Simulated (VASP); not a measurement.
# TiSb (P6_3/mmc) in VASP: notebook

Runs on TiSb. Level: LDA. Tasks: single point.

Everything below comes from runs of VASP 6.6.1. Logs are shortened: lines on timing, memory, paths and dates and some standing lists are left out, and cuts for length are marked.

**1. The cell of the first run**

The structure is hexagonal, space group P6_3/mmc (No. 194). The conventional cell has a = 4.103 Å, b = 4.103 Å, c = 6.158 Å, α = 90.00°, β = 90.00°, γ = 120.00°. Ti (site symmetry -3m) has 6 Sb at 2.83 Å and 2 Ti at 3.08 Å within 3.7 Å. Sb (site symmetry -6m2) has 6 Ti at 2.83 Å within 3.7 Å.

**2. Single point, LDA (zz strain of -2 %)**

INCAR

```
SYSTEM = TiSb
  PREC = Accurate
  ENCUT = 520
  EDIFF = 1E-6
  ISMEAR = -1
  SIGMA = 0.03
  LREAL = .FALSE.
  LASPH = .TRUE.
  NELM = 60
  ALGO = Normal
  ISIF = 2
  LWAVE = .FALSE.
  LCHARG = .TRUE.
  LELF = .TRUE.
  LVHAR = .TRUE.
  NBANDS = 25
```

KPOINTS

```
regular mesh
0
G
  12 12 7
  0 0 0
```

POSCAR

```
TiSb
1.0
    4.1032991169      0.0000000000      0.0000000000
   -2.0516495585      3.5535612746      0.0000000000
    0.0000000000      0.0000000000      6.1579280000
Ti Sb
2 2
Direct
    0.0000000000      0.0000000000      0.0000000000
    0.0000000000      0.0000000000      0.5000000000
    0.3333333333      0.6666666667      0.2500000000
    0.6666666667      0.3333333333      0.7500000000
```

Potentials or basis: VASP PAW LDA potentials, release 64 (Ti_sv, Sb).

Run with:

```console
cat potpaw_LDA.64/Ti_sv/POTCAR potpaw_LDA.64/Sb/POTCAR > POTCAR
mpirun -np 1 vasp_std > vasp.out
```

OUTCAR:

```text
SYSTEM = TiSb
   PREC = Accurate
   ENCUT = 520
   EDIFF = 1E-6
   ISMEAR = -1
   LREAL = .FALSE.
   LASPH = .TRUE.
   NELM = 60
   ISIF = 2

 ion  position               nearest neighbor table
   1  0.000  0.000  0.000-   3 2.83   4 2.83   4 2.83   3 2.83   4 2.83   3 2.83
   2  0.000  0.000  0.500-   3 2.83   4 2.83   4 2.83   3 2.83   4 2.83   3 2.83
   3  0.333  0.667  0.250-   1 2.83   2 2.83   1 2.83   2 2.83   1 2.83   2 2.83
   4  0.667  0.333  0.750-   1 2.83   2 2.83   1 2.83   2 2.83   1 2.83   2 2.83

  LATTYP: Found a hexagonal cell.
 ALAT       =     4.1032991169
 C/A-ratio  =     1.5007260803

  Lattice vectors:

 A1 = (   4.1032991169,   0.0000000000,   0.0000000000)
 A2 = (  -2.0516495585,   3.5535612746,   0.0000000000)
 A3 = (   0.0000000000,   0.0000000000,   6.1579280000)

Analysis of symmetry for initial positions (statically):
=====================================================================
 Subroutine PRICEL returns:
 Original cell was already a primitive cell.

 Routine SETGRP: Setting up the symmetry group for a
 hexagonal supercell.

 Subroutine GETGRP returns: Found 24 space group operations
 (whereof 12 operations were pure point group operations)
 out of a pool of 24 trial point group operations.

The static configuration has the point symmetry D_3d.
 The point group associated with its full space group is D_6h.

Analysis of symmetry for dynamics (positions and initial velocities):
=====================================================================
 Subroutine PRICEL returns:
 Original cell was already a primitive cell.

 Routine SETGRP: Setting up the symmetry group for a
 hexagonal supercell.

 Subroutine GETGRP returns: Found 24 space group operations
 (whereof 12 operations were pure point group operations)
 out of a pool of 24 trial point group operations.

The dynamic configuration has the point symmetry D_3d.
 The point group associated with its full space group is D_6h.

 Subroutine INISYM returns: Found 24 space group operations
 (whereof 12 operations are pure point group operations),
 and found     1 'primitive' translations

----------------------------------------------------------------------------------------

                                     Primitive cell

  volume of cell :      89.7907

[... 84 lines left out ...]
   ISTART =      0    job   : 0-new  1-cont  2-samecut
   ICHARG =      2    charge: 1-file 2-atom 10-const
   ISPIN  =      1    spin polarized calculation?
   LNONCOLLINEAR =      F non collinear calculations
   LSORBIT =      F    spin-orbit coupling
   LASPH  =      T    aspherical Exc in radial PAW
   ENCUT  =  520.0 eV  38.22 Ry    6.18 a.u.   7.63  7.63 11.45*2*pi/ulx,y,z
   NELM   =     60;   NELMIN=  2; NELMDL= -5     # of ELM steps
   EDIFF  = 0.1E-05   stopping-criterion for ELM
   LREAL  =      F    real-space projection
   EDIFFG = 0.1E-04   stopping-criterion for IOM
   NSW    =      0    number of steps for IOM
   IBRION =     -1    ionic relax: 0-MD 1-quasi-New 2-CG
   NFREE  =      0    steps in history (QN), initial steepest desc. (CG)
   ISIF   =      2    stress and relaxation
   ISYM   =      2    0-nonsym 1-usesym 2-fastsym
   POTIM  = 0.5000    time-step for ionic-motion
   TEBEG  =    0.0;   TEEND  =   0.0 temperature during run
   PSTRESS=    0.0 pullay stress
   NELECT =      34.0000    total number of electrons
   NUPDOWN=      -1.0000    fix difference up-down
   EMIN   =  10.00;   EMAX   =-10.00  energy-range for DOS
   EFERMI =   0.00;   METHOD = LEGACY
   ISMEAR =    -1;   SIGMA  =   0.03  broadening in eV -4-tet -1-fermi 0-gaus
   EFERMI_NEDOS =   21; number of points for ismear=-14 and -15
   IALGO  =     38    algorithm
   IMIX   =      4    mixing-type and parameters
     AMIX     =   0.40;   BMIX     =  1.00
     AMIX_MAG =   1.60;   BMIX_MAG =  1.00
  volume/ion in A,a.u.               =      22.45       151.48
  Fermi-wavevector in a.u.,A,eV,Ry     =   1.184379  2.238151 19.085613  1.402753
  Thomas-Fermi vector in A             =   2.320594
   LORBIT       =      0    0 simple, 1 ext, 2 COOP (PROOUT), +10 PAW based schemes
   GGA     = CA    functional components
   LHFCALC =     F    Hartree Fock is set to
   AEXX    =    0.0000 exact exchange contribution
   IVDW    =     0    specifies the selected vdW correction
   LEPSILON=     F    determine dielectric tensor
   LRPA    =     F    only Hartree local field effects (RPA)
 non-spin polarized calculation
  energy-cutoff  :      520.00
  volume of cell :       89.79
 maximum number of plane-waves:      2441
 NGX is ok and might be reduce to    32
   NGX = 15   NGY = 15   NGZ = 23

 number of electron      33.9999996 magnetization

 Free energy of the ion-electron system (eV)
  ---------------------------------------------------
  ext. energy  EPLUGINS =         0.00000000
  ---------------------------------------------------
  free energy    TOTEN  =       -28.70466659 eV

  energy without entropy =      -28.69431746  energy(sigma->0) =      -28.69949203

 E-fermi :   8.0634     XC(G=0): -10.7534

 val. band max:        8.0493500265   @ k =   0.0833   0.0833   0.1429
 cond. band min:       8.0764301344   @ k =   0.0833   0.0833   0.4286
 fundamental gap:      0.0270801080
 Fermi energy:         8.0633989307

 k-point     1 :       0.0000    0.0000    0.0000
  band No.  band energies     occupation
      1     -48.6370      2.00000
      2     -48.6153      2.00000
      3     -25.3700      2.00000
      4     -25.3700      2.00000
      5     -25.3462      2.00000
      6     -25.3462      2.00000
[... 661 lines left out ...]
     24      10.4780      0.00000
     25      11.6537      0.00000

 [... further k-points ...]
[... 5 lines left out ...]
  --------------------------------------------------------------------------------------
  -------------------------------------------------------------------------------------
  Total       -3.8770834     -3.8770834     -3.4483135      0.0000000     -0.0000000      0.0000000
  in kB      -69.1805696    -69.1805696    -61.5298319      0.0000000     -0.0000000      0.0000000
  external PRESSURE =     -66.6303237 kB  Pullay stress =       0.0000000 kB

 VOLUME and BASIS-vectors are now :
 -----------------------------------------------------------------------------
  energy-cutoff  :      520.00
  volume of cell :       89.79
      direct lattice vectors                 reciprocal lattice vectors
     4.103299117  0.000000000  0.000000000     0.243706338  0.140703920  0.000000000
    -2.051649558  3.553561275  0.000000000     0.000000000  0.281407839  0.000000000
     0.000000000  0.000000000  6.157928000     0.000000000  0.000000000  0.162392285

 POSITION                                       TOTAL-FORCE (eV/Angst)
 -----------------------------------------------------------------------------------
      0.00000      0.00000      0.00000        -0.000000     -0.000000     -0.000000
      0.00000      0.00000      3.07896        -0.000000     -0.000000     -0.000000
     -0.00000      2.36904      1.53948        -0.000000     -0.000000      0.000000
      2.05165      1.18452      4.61845         0.000000      0.000000      0.000000
 -----------------------------------------------------------------------------------
    total drift:                                0.000000     -0.000000      0.000000

  FREE ENERGIE OF THE ION-ELECTRON SYSTEM (eV)
  ---------------------------------------------------
  free  energy   TOTEN  =       -28.7046665924 eV

  energy  without entropy=      -28.6943174597  energy(sigma->0) =      -28.69949203
```

stdout:

```text
POSCAR found type information on POSCAR TiSb
 POSCAR found :  2 types and       4 ions
 scaLAPACK will be used
 LDA part: xc-table for (Slater(with rela. corr.)+CA(PZ))
 , standard interpolation
 POSCAR, INCAR and KPOINTS ok, starting setup
 FFT: planning ... GRIDC
 FFT: planning ... GRID_SOFT
 FFT: planning ... GRID
 WAVECAR not read
 entering main loop
```

Run time: 57 s. Hardware: 1 thread of Intel Xeon 6975P-C (Granite Rapids), shared host; peak memory 0.28 GiB.

What came out:

```yaml
Free_energy: -28.7047 eV
Pressure: -6.7 GPa
Band_gap_on_the_k_mesh: zero (bands 17 and 18 overlap by 0.55 eV)
```

Levels at points of the mesh, in eV from the Fermi level:
| k point | band 14 | band 15 | band 16 | band 17 | band 18 | band 19 | band 20 | band 21 |
| --- | --- | --- | --- | --- | --- | --- | --- | --- |
| (0.00, 0.00, 0.00) | -1.08 | -0.33 | -0.33 | -0.02 | -0.02 | 0.92 | 0.92 | 1.29 |
| (0.50, 0.00, 0.00) | -2.65 | -2.39 | -1.56 | -1.29 | 0.53 | 0.59 | 0.73 | 0.83 |

Caveat: the cell differs from its parent crystal (zz strain of -2 %); the cell stands under tension; spin-orbit coupling is left out, which moves the levels of the heavy elements.

**3. Single point, LDA (zz strain of -1 %)**

INCAR

```
PREC     = Accurate       # precision mode
ENCUT    = 520            # plane-wave cutoff, eV
EDIFF    = 1E-6           # SCF threshold, eV
ISMEAR   = -1             # smearing method
SIGMA    = 0.03           # smearing width, eV
LREAL    = F              # projectors in reciprocal space
LASPH    = T              # aspherical terms in the spheres
NELM     = 100            # most SCF steps
ALGO     = Normal         # electronic algorithm
ISIF     = 2              # what is computed and relaxed
LWAVE    = F              # write WAVECAR
LCHARG   = T              # write CHGCAR
LELF     = T              # ELF
LVHAR    = T            
NBANDS   = 25             # bands
```

KPOINTS

```
Automatic mesh
0
Gamma
  12 12 7
```

POSCAR, as its differences from that of step 2:

```diff
@@ -4,3 +4,3 @@
    -2.0516495585      3.5535612746      0.0000000000
-    0.0000000000      0.0000000000      6.1579280000
+    0.0000000000      0.0000000000      6.2207640000
 Ti Sb
```

Potentials or basis: VASP PAW LDA potentials, release 64 (Ti_sv, Sb).

Run with:

```console
cat potpaw_LDA.64/Ti_sv/POTCAR potpaw_LDA.64/Sb/POTCAR > POTCAR
mpirun -np 1 vasp_std > vasp.out
```

Run time: 52 s. Hardware: 1 thread of Intel Xeon 6975P-C (Granite Rapids), shared host; peak memory 0.28 GiB.

The run converged. Its results:

```
Free energy            : -28.6659 eV
Pressure               : -7.5 GPa
Band gap on the k mesh : zero (bands 17 and 18 overlap by 0.51 eV)
```

Stress tensor (GPa, compression positive):
```
-7.52  0.00  0.00
 0.00 -7.52  0.00
 0.00  0.00 -7.44
```

Levels at points of the mesh, in eV from the Fermi level:
| k point | band 13 | band 14 | band 15 | band 16 | band 17 | band 18 | band 19 | band 20 | band 21 | band 22 |
| --- | --- | --- | --- | --- | --- | --- | --- | --- | --- | --- |
| (0.00, 0.00, 0.00) | -2.54 | -1.06 | -0.31 | -0.31 | -0.02 | -0.02 | 0.92 | 0.92 | 1.24 | 1.24 |
| (0.50, 0.00, 0.00) | -2.76 | -2.64 | -2.35 | -1.51 | -1.26 | 0.55 | 0.62 | 0.72 | 0.76 | 1.24 |

Caveat: the cell differs from its parent crystal (zz strain of -1 %); the cell stands under tension; spin-orbit coupling is left out, which moves the levels of the heavy elements.

**4. Single point, LDA (zz strain of +1 %)**

INCAR

```
SYSTEM = TiSb
ALGO = Normal
EDIFF = 1E-6
ENCUT = 520
GGA = CA
ISIF = 2
ISMEAR = -1
LASPH = .TRUE.
LCHARG = .FALSE.
LREAL = .FALSE.
LWAVE = .FALSE.
NBANDS = 25
NELM = 80
PREC = Accurate
SIGMA = 0.03
```

KPOINTS

```
k-points
0
G
  12 12 7
  0 0 0
```

POSCAR, as its differences from that of step 3:

```diff
@@ -4,3 +4,3 @@
    -2.0516495585      3.5535612746      0.0000000000
-    0.0000000000      0.0000000000      6.2207640000
+    0.0000000000      0.0000000000      6.3464360000
 Ti Sb
```

Run with:

```console
cat potpaw_LDA.64/Ti_sv/POTCAR potpaw_LDA.64/Sb/POTCAR > POTCAR
mpirun -np 1 vasp_std > vasp.out
```

Run time: 52 s. Hardware: 1 thread of Intel Xeon 6975P-C (Granite Rapids), shared host; peak memory 0.29 GiB.

The run converged. Its results:

```
Free energy            : -28.5677 eV
Pressure               : -9.0 GPa
Band gap on the k mesh : zero (bands 17 and 18 overlap by 0.44 eV)
```

Stress tensor (GPa, compression positive):
```
-8.63  0.00  0.00
 0.00 -8.63  0.00
 0.00  0.00 -9.69
```

Levels at points of the mesh, in eV from the Fermi level:
```tsv
k point	band 13	band 14	band 15	band 16	band 17	band 18	band 19	band 20	band 21	band 22
(0.00, 0.00, 0.00)	-2.42	-1.01	-0.25	-0.25	-0.03	-0.03	0.95	0.95	1.15	1.15
(0.50, 0.00, 0.00)	-2.75	-2.61	-2.29	-1.41	-1.20	0.57	0.65	0.66	0.70	1.17
```

Caveat: the cell differs from its parent crystal (zz strain of +1 %); the cell stands under tension; spin-orbit coupling is left out, which moves the levels of the heavy elements.

(Continued in part 2 of 2.)
